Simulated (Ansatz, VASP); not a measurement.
**Sr: VASP beside Ansatz**

```
Sr
1.0
     0.00000    2.94110    2.94110
     2.94110    0.00000    2.94110
     2.94110    2.94110    0.00000
Sr
1
Direct
  0.00000 0.00000 0.00000
```

Alike in both runs: task single point; functional LDA; k mesh 15 × 15 × 15; occupations fermi-dirac, width 0.1 eV; no spin polarisation.

|  | VASP | Ansatz |
| --- | --- | --- |
| version | VASP 6.6.1 | Ansatz 0.2.0 |
| potentials or method | VASP PAW LDA potentials, release 64 (Sr_sv), cutoff 520 eV | plane waves (420 eV) with PAW, scalar-relativistic |
| valence electrons in the cell | 10 | 10 |

```tsv
	VASP	Ansatz	Ansatz less VASP
pressure (GPa)	-0.5	-0.5	0.00
```

Ansatz warns that its potentials were made for another functional, while VASP's fit it. LDA's correlation is that of Perdew and Zunger in VASP and of Perdew and Wang (1992) in Ansatz.
